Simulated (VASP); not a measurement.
# SnO (P4/nmm) in VASP: notebook

Runs on SnO. Level: LDA. Tasks: single point.

Everything below comes from runs of VASP 6.6.1. Logs are shortened: lines on timing, memory, paths and dates and some standing lists are left out, and cuts for length are marked.

## 1. The cell of the first run

It takes space group P4/nmm (No. 129, tetragonal). Conventional cell: a = 3.503 Å, b = 3.503 Å, c = 5.214 Å, α = 90.00°, β = 90.00°, γ = 90.00°. Within 2.9 Å of Sn (site symmetry 4mm) lie 4 O at 2.17 Å. O (site symmetry -4m2) has 4 Sn at 2.17 Å and 4 O at 2.48 Å within 2.9 Å.

## 2. Single point, LDA

INCAR reads:

```
ALGO = Normal ; EDIFF = 1E-6
ENCUT = 1340 ; GGA_COMPAT = F
ISIF = 2 ; ISMEAR = 0
LASPH = T ; LCHARG = F
LREAL = F ; LWAVE = F
NBANDS = 28 ; NELM = 120
PREC = Accurate ; SIGMA = 0.15
```

KPOINTS reads:

```
k-points
0
Gamma
  10 10 8
```

POSCAR reads:

```
SnO
1.0
    3.5032000000      0.0000000000      0.0000000000
    0.0000000000      3.5032000000      0.0000000000
    0.0000000000      0.0000000000      5.2140000000
Sn O
2 2
Direct
    0.0000000000      0.5000000000      0.2457459271
    0.5000000000      0.0000000000      0.7542540729
    0.0000000000      0.0000000000      0.0000000000
    0.5000000000      0.5000000000      0.0000000000
```

Potentials or basis: VASP PAW LDA potentials, release 64 (Sn_d, O_h).

Command:

```console
$ cat potpaw_LDA.64/Sn_d/POTCAR potpaw_LDA.64/O_h/POTCAR > POTCAR
$ mpirun -np 1 vasp_std > vasp.out
```

OUTCAR:

```text
EDIFF = 1E-6
   ENCUT = 1340
   ISIF = 2
   ISMEAR = 0
   LASPH = T
   LREAL = F
   NELM = 120
   PREC = Accurate

 ion  position               nearest neighbor table
   1  0.000  0.500  0.246-   3 2.17   4 2.17   3 2.17   4 2.17   2 3.56   2 3.56   2 3.56   2 3.56
                             2 3.63   2 3.63   2 3.63   2 3.63
   2  0.500  0.000  0.754-   3 2.17   4 2.17   4 2.17   3 2.17   1 3.56   1 3.56   1 3.56   1 3.56
                             1 3.63   1 3.63   1 3.63   1 3.63
   3  0.000  0.000  0.000-   1 2.17   2 2.17   1 2.17   2 2.17
   4  0.500  0.500  0.000-   1 2.17   2 2.17   2 2.17   1 2.17

  LATTYP: Found a simple tetragonal cell.
 ALAT       =     3.5032000000
 C/A-ratio  =     1.4883535054

  Lattice vectors:

 A1 = (   3.5032000000,   0.0000000000,   0.0000000000)
 A2 = (   0.0000000000,   3.5032000000,   0.0000000000)
 A3 = (   0.0000000000,   0.0000000000,   5.2140000000)

Analysis of symmetry for initial positions (statically):
=====================================================================
 Subroutine PRICEL returns:
 Original cell was already a primitive cell.

 Routine SETGRP: Setting up the symmetry group for a
 simple tetragonal supercell.

 Subroutine GETGRP returns: Found 16 space group operations
 (whereof  8 operations were pure point group operations)
 out of a pool of 16 trial point group operations.

The static configuration has the point symmetry D_2d.
 The point group associated with its full space group is D_4h.

Analysis of symmetry for dynamics (positions and initial velocities):
=====================================================================
 Subroutine PRICEL returns:
 Original cell was already a primitive cell.

 Routine SETGRP: Setting up the symmetry group for a
 simple tetragonal supercell.

 Subroutine GETGRP returns: Found 16 space group operations
 (whereof  8 operations were pure point group operations)
 out of a pool of 16 trial point group operations.

The dynamic configuration has the point symmetry D_2d.
 The point group associated with its full space group is D_4h.

 Subroutine INISYM returns: Found 16 space group operations
 (whereof  8 operations are pure point group operations),
 and found     1 'primitive' translations

----------------------------------------------------------------------------------------

                                     Primitive cell

  volume of cell :      63.9883

  direct lattice vectors                    reciprocal lattice vectors
     3.503200000  0.000000000  0.000000000     0.285453300  0.000000000  0.000000000
     0.000000000  3.503200000  0.000000000     0.000000000  0.285453300  0.000000000
     0.000000000  0.000000000  5.214000000     0.000000000  0.000000000  0.191791331

  length of vectors
     3.503200000  3.503200000  5.214000000     0.285453300  0.285453300  0.191791331

  position of ions in fractional coordinates (direct lattice)
     0.000000000  0.500000000  0.245745927
     0.500000000  0.000000000  0.754254073
     0.000000000  0.000000000  0.000000000
     0.500000000  0.500000000  0.000000000

  ion indices of the primitive-cell ions
   primitive index   ion index
                 1           1
                 2           2
                 3           3
                 4           4

----------------------------------------------------------------------------------------

 KPOINTS: k-points

Automatic generation of k-mesh.
 Grid dimensions read from file:
 generate k-points for:   10   10    8

 Generating k-lattice:

  Cartesian coordinates                     Fractional coordinates (reciprocal lattice)
     0.028545330  0.000000000  0.000000000     0.100000000  0.000000000  0.000000000
     0.000000000  0.028545330  0.000000000     0.000000000  0.100000000  0.000000000
     0.000000000  0.000000000  0.023973916     0.000000000  0.000000000  0.125000000

  Length of vectors
     0.028545330  0.028545330  0.023973916

  Shift w.r.t. Gamma in fractional coordinates (k-lattice)
     0.000000000  0.000000000  0.000000000

 Subroutine IBZKPT returns following result:
 ===========================================

 Found    105 irreducible k-points:

 Following reciprocal coordinates:
            Coordinates               Weight
  0.000000  0.000000  0.000000      1.000000
  0.100000  0.000000  0.000000      4.000000
  0.200000  0.000000  0.000000      4.000000
  0.300000  0.000000  0.000000      4.000000
  0.400000  0.000000  0.000000      4.000000
  0.500000  0.000000  0.000000      2.000000
[... 16 lines left out ...]
  0.100000  0.000000  0.125000      8.000000
  0.200000  0.000000  0.125000      8.000000
 [... further k-points ...]
   k-points           NKPTS =    105   k-points in BZ     NKDIM =    105   number of bands    NBANDS=     28
   number of dos      NEDOS =    301   number of ions     NIONS =      4
   total plane-waves  NPLWV = 112896
   dimension x,y,z NGX =    42 NGY =   42 NGZ =   64
   dimension x,y,z NGXF=    84 NGYF=   84 NGZF=  128
   ions per type =               2   2
   NGX,Y,Z   is equivalent  to a cutoff of  19.93, 19.93, 20.41 a.u.
   NGXF,Y,Z  is equivalent  to a cutoff of  39.86, 39.86, 40.81 a.u.
 SYSTEM =  unknown system
   PREC   = accura    normal or accurate (medium, high low for compatibility)
   ISTART =      0    job   : 0-new  1-cont  2-samecut
   ICHARG =      2    charge: 1-file 2-atom 10-const
   ISPIN  =      1    spin polarized calculation?
   LNONCOLLINEAR =      F non collinear calculations
   LSORBIT =      F    spin-orbit coupling
   LASPH  =      T    aspherical Exc in radial PAW
   ENCUT  = 1340.0 eV  98.49 Ry    9.92 a.u.  10.46 10.46 15.56*2*pi/ulx,y,z
   NELM   =    120;   NELMIN=  2; NELMDL= -5     # of ELM steps
   EDIFF  = 0.1E-05   stopping-criterion for ELM
   LREAL  =      F    real-space projection
   EDIFFG = 0.1E-04   stopping-criterion for IOM
   NSW    =      0    number of steps for IOM
   IBRION =     -1    ionic relax: 0-MD 1-quasi-New 2-CG
   NFREE  =      0    steps in history (QN), initial steepest desc. (CG)
   ISIF   =      2    stress and relaxation
   ISYM   =      2    0-nonsym 1-usesym 2-fastsym
   POTIM  = 0.5000    time-step for ionic-motion
   TEBEG  =    0.0;   TEEND  =   0.0 temperature during run
   PSTRESS=    0.0 pullay stress
   NELECT =      40.0000    total number of electrons
   NUPDOWN=      -1.0000    fix difference up-down
   EMIN   =  10.00;   EMAX   =-10.00  energy-range for DOS
   EFERMI =   0.00;   METHOD = LEGACY
   ISMEAR =     0;   SIGMA  =   0.15  broadening in eV -4-tet -1-fermi 0-gaus
   EFERMI_NEDOS =   21; number of points for ismear=-14 and -15
   IALGO  =     38    algorithm
   IMIX   =      4    mixing-type and parameters
     AMIX     =   0.40;   BMIX     =  1.00
     AMIX_MAG =   1.60;   BMIX_MAG =  1.00
  volume/ion in A,a.u.               =      16.00       107.95
  Fermi-wavevector in a.u.,A,eV,Ry     =   1.399785  2.645209 26.659212  1.959397
  Thomas-Fermi vector in A             =   2.522810
   LORBIT       =      0    0 simple, 1 ext, 2 COOP (PROOUT), +10 PAW based schemes
   GGA     = CA    functional components
   LHFCALC =     F    Hartree Fock is set to
   AEXX    =    0.0000 exact exchange contribution
   IVDW    =     0    specifies the selected vdW correction
   LEPSILON=     F    determine dielectric tensor
   LRPA    =     F    only Hartree local field effects (RPA)
 non-spin polarized calculation
 Gauss-broadening in eV      SIGMA  =   0.15
  energy-cutoff  :     1340.00
  volume of cell :       63.99
 maximum number of plane-waves:      7157
 NGX is ok and might be reduce to    42
   NGX = 21   NGY = 21   NGZ = 31

 number of electron      40.0000000 magnetization

 Free energy of the ion-electron system (eV)
  ---------------------------------------------------
  ext. energy  EPLUGINS =         0.00000000
  ---------------------------------------------------
  free energy    TOTEN  =       -25.22455681 eV

  energy without entropy =      -25.22105710  energy(sigma->0) =      -25.22280696

 E-fermi :   8.4042     XC(G=0): -11.1301

 val. band max:        8.3793678177   @ k =   0.4000   0.4000   0.0000
 cond. band min:       8.4555863800   @ k =   0.5000   0.4000   0.0000
 fundamental gap:      0.0762185623
 Fermi energy:         8.4041861619

 k-point     1 :       0.0000    0.0000    0.0000
  band No.  band energies     occupation
      1     -13.7885      2.00000
      2     -13.3930      2.00000
      3     -13.2786      2.00000
      4     -13.2786      2.00000
      5     -13.2329      2.00000
      6     -13.2033      2.00000
[... 20 lines left out ...]
     27      15.4005      0.00000
     28      15.6407      0.00000

 k-point     2 :       0.1000    0.0000    0.0000
  band No.  band energies     occupation
      1     -13.7836      2.00000
      2     -13.3855      2.00000
      3     -13.2836      2.00000
      4     -13.2753      2.00000
      5     -13.2356      2.00000
      6     -13.2312      2.00000
[... 20 lines left out ...]
     27      15.5731      0.00000
     28      16.9352      0.00000

 k-point     3 :       0.2000    0.0000    0.0000
  band No.  band energies     occupation
      1     -13.7722      2.00000
      2     -13.4216      2.00000
      3     -13.3405      2.00000
      4     -13.2940      2.00000
      5     -13.2667      2.00000
      6     -13.2425      2.00000
[... 20 lines left out ...]
     27      15.8153      0.00000
     28      19.0565      0.00000

 k-point     4 :       0.3000    0.0000    0.0000
  band No.  band energies     occupation
      1     -13.7596      2.00000
      2     -13.5541      2.00000
      3     -13.3245      2.00000
      4     -13.3016      2.00000
      5     -13.2575      2.00000
      6     -13.2507      2.00000
[... 578 lines left out ...]
     27      15.2545      0.00000
     28      15.7255      0.00000

 k-point    23 :       0.1000    0.0000    0.1250
  band No.  band energies     occupation
      1     -13.7814      2.00000
      2     -13.3882      2.00000
      3     -13.2822      2.00000
      4     -13.2721      2.00000
      5     -13.2335      2.00000
      6     -13.2326      2.00000
[... 20 lines left out ...]
     27      15.5377      0.00000
     28      16.9245      0.00000

 k-point    24 :       0.2000    0.0000    0.1250
  band No.  band energies     occupation
      1     -13.7709      2.00000
      2     -13.4279      2.00000
      3     -13.3428      2.00000
      4     -13.2882      2.00000
      5     -13.2676      2.00000
      6     -13.2386      2.00000
[... 20 lines left out ...]
     27      15.8502      0.00000
     28      18.9660      0.00000

 [... further k-points ...]

------------------------ aborting loop because EDIFF is reached ----------------------------------------

  FORCE on cell =-STRESS in cart. coord.  units (eV):
  Direction    XX          YY          ZZ          XY          YZ          ZX
  --------------------------------------------------------------------------------------
  -------------------------------------------------------------------------------------
  Total        5.5174022      5.5174022     -2.8539249      0.0000000      0.0000000      0.0000000
  in kB      138.1479156    138.1479156    -71.4582256      0.0000000      0.0000000      0.0000000
  external PRESSURE =      68.2792019 kB  Pullay stress =       0.0000000 kB

 VOLUME and BASIS-vectors are now :
 -----------------------------------------------------------------------------
  energy-cutoff  :     1340.00
  volume of cell :       63.99
      direct lattice vectors                 reciprocal lattice vectors
     3.503200000  0.000000000  0.000000000     0.285453300  0.000000000  0.000000000
     0.000000000  3.503200000  0.000000000     0.000000000  0.285453300  0.000000000
     0.000000000  0.000000000  5.214000000     0.000000000  0.000000000  0.191791331

 POSITION                                       TOTAL-FORCE (eV/Angst)
 -----------------------------------------------------------------------------------
      0.00000      1.75160      1.28132         0.000000      0.000000     -0.868012
      1.75160      0.00000      3.93268        -0.000000      0.000000      0.868012
      0.00000      0.00000      0.00000         0.000000      0.000000      0.000000
      1.75160      1.75160      0.00000         0.000000     -0.000000      0.000000
 -----------------------------------------------------------------------------------
    total drift:                                0.000000     -0.000000      0.000000

  FREE ENERGIE OF THE ION-ELECTRON SYSTEM (eV)
  ---------------------------------------------------
  free  energy   TOTEN  =       -25.2245568080 eV

  energy  without entropy=      -25.2210571045  energy(sigma->0) =      -25.22280696
```

Wall time 9.6 min (1 thread of Intel Xeon Platinum 8259CL at 2.50GHz (Skylake/Cascade Lake), shared host); peak memory 0.73 GiB.

Results:

* Free energy: -25.2246 eV
* Pressure: 6.8 GPa
* Largest force: 0.868 eV/Å
* Band gap on the k mesh: zero (bands 20 and 21 overlap by 0.84 eV)

Forces on the atoms (eV/Å):
```
Sn   0.000  0.000 -0.868
Sn   0.000  0.000  0.868
O    0.000  0.000  0.000
O    0.000  0.000  0.000
```

Stress tensor (GPa, compression positive):
```
13.81  0.00  0.00
 0.00 13.81  0.00
 0.00  0.00 -7.15
```

Caveat: the stress differs along the axes, from -7 to 14 GPa; spin-orbit coupling is left out, which moves the levels of the heavy elements.

## 3. Single point, LDA

This run uses another cell than the first one, of 16.21 Å³/atom.

INCAR reads:

```
PREC = Accurate ; ENCUT = 520
EDIFF = 1E-7 ; ISMEAR = 0
SIGMA = 0.15 ; LREAL = F
LASPH = T ; NELM = 100
ALGO = Normal ; ISIF = 2
LWAVE = F ; LCHARG = T
GGA = CA ; LELF = T
LVHAR = T ; NBANDS = 28
```

KPOINTS reads:

```
regular mesh
0
Gamma
  10 10 8
```

POSCAR reads:

```
SnO
1.0
    3.5911000000      0.0000000000      0.0000000000
    0.0000000000      3.5911000000      0.0000000000
    0.0000000000      0.0000000000      5.0277000000
Sn O
2 2
Direct
    0.0000000000      0.5000000000      0.2457459271
    0.5000000000      0.0000000000      0.7542540729
    0.0000000000      0.0000000000      0.0000000000
    0.5000000000      0.5000000000      0.0000000000
```

Potentials or basis: VASP PAW LDA potentials, release 64 (Sn_d, O).

Command:

```console
$ cat potpaw_LDA.64/Sn_d/POTCAR potpaw_LDA.64/O/POTCAR > POTCAR
$ mpirun -np 1 vasp_std > vasp.out
```

It took 85 s on 1 thread of Intel Xeon 6975P-C (Granite Rapids), shared host; peak memory 0.26 GiB.

The run converged. Its results:

* Free energy: -25.5106 eV
* Pressure: 4.3 GPa
* Largest force: 0.401 eV/Å
* Band gap on the k mesh: zero (bands 20 and 21 overlap by 0.81 eV)

Forces in eV/Å, atoms in the order of the input:
```
Sn   0.000  0.000 -0.401
Sn   0.000  0.000  0.401
O    0.000  0.000  0.000
O    0.000  0.000  0.000
```

Stress tensor (GPa, compression positive):
```
 8.62  0.00  0.00
 0.00  8.62  0.00
 0.00  0.00 -4.22
```

Levels at points of the mesh, in eV from the Fermi level:
```csv
k point,band 16,band 17,band 18,band 19,band 20,band 21,band 22,band 23,band 24,band 25
"(0.00, 0.00, 0.00)",-6.70,-3.94,-3.05,-3.05,0.30,2.72,4.07,4.68,4.68,5.43
"(0.50, 0.00, 0.00)",-5.75,-5.05,-5.05,-3.45,-3.45,2.79,2.79,6.17,6.17,6.51
"(0.50, 0.50, 0.00)",-5.98,-2.36,-2.36,-2.32,-2.32,-0.51,-0.51,3.71,3.71,6.55
"(0.00, 0.00, 0.50)",-3.97,-3.39,-3.36,-3.07,-3.07,2.38,2.88,2.88,4.43,7.47
"(0.50, 0.00, 0.50)",-5.94,-5.03,-5.03,-2.32,-2.32,2.02,2.02,5.73,5.73,7.03
"(0.50, 0.50, 0.50)",-6.41,-3.01,-3.01,-2.36,-2.36,1.73,1.73,3.46,3.46,5.77
```

Caveat: the stress differs along the axes, from -4 to 9 GPa; spin-orbit coupling is left out, which moves the levels of the heavy elements.

[end of part 1 of 2]

The gap in the log of VASP goes by the Fermi energy; the results here count the filled bands.